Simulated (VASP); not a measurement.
Here is a VASP 6.6.1 calculation.

File INCAR:

```
SYSTEM = SnSe
ALGO = Normal
EDIFF = 1E-7
ENCUT = 520
GGA = PE
ISIF = 2
ISMEAR = -1
LASPH = .True.
LCHARG = .False.
LREAL = .False.
LWAVE = .False.
NBANDS = 17
NELM = 80
PREC = Accurate
SIGMA = 0.02
```

File KPOINTS:

```
k-points
0
Gamma
  6 6 6
  0 0 0
```

File POSCAR:

```
SnSe
1.0
    0.0000000000      3.3639842963      3.3639842963
    3.3639842963      0.0000000000      3.3639842963
    3.3639842963      3.3639842963      0.0000000000
Sn Se
1 1
Direct
    0.0000000000      0.0000000000      0.0000000000
    0.2500000000      0.2500000000      0.2500000000
```

Potentials or basis: VASP PAW PBE potentials, release 64 (Sn_d, Se).

Run with:

```sh
$ cat potpaw_PBE.64/Sn_d/POTCAR potpaw_PBE.64/Se/POTCAR > POTCAR
$ mpirun -np 1 vasp_std > vasp.out
```

Problem. Estimate the pressure.

Solution. 0.8 GPa.

Problem. What does it give for the band gap on the k mesh?

Solution. 0.15 eV, indirect (least direct gap 0.64 eV).

Caveat: spin-orbit coupling is left out, which moves the levels of the heavy elements. A k mesh can miss the band edges.
